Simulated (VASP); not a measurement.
SiAu, 24 atoms in the cell. The cell holds a disordered packing, 24 atoms: a = 7.302 Å, b = 7.337 Å, c = 7.686 Å, α = 85.52°, β = 92.73°, γ = 89.37°. 

```yaml
Program: VASP 6.6.1
Task: single point
Functional: PBE
Potentials_or_basis: VASP PAW PBE potentials, release 64 (Si, Au)
Cutoff: 400 eV
k_mesh: 1 × 1 × 1, shifted
Occupations: fermi-dirac, width 0.1887 eV
Spin: no spin polarisation
Dipole_correction: no
Further_INCAR_settings: LREAL = Auto; ALGO = Normal; EDIFF = 1e-06; NBANDS = 108; ISYM = -1
```

Potentials or basis: VASP PAW PBE potentials, release 64 (Si, Au).

The run is started by

```bash
$ cat potpaw_PBE.64/Si/POTCAR potpaw_PBE.64/Au/POTCAR > POTCAR
$ mpirun -np 1 vasp_std > vasp.out
```

Hardware: 1 thread of Intel(R) Xeon(R) 6975P-C (Granite Rapids), with other jobs on the host.

Task: How long does it take, and how much memory?

Result: It took 31 s on 1 thread of Intel(R) Xeon(R) 6975P-C (Granite Rapids), with other jobs on the host, peak memory 0.32 GiB. Counts: scf iterations 14, k points 1.
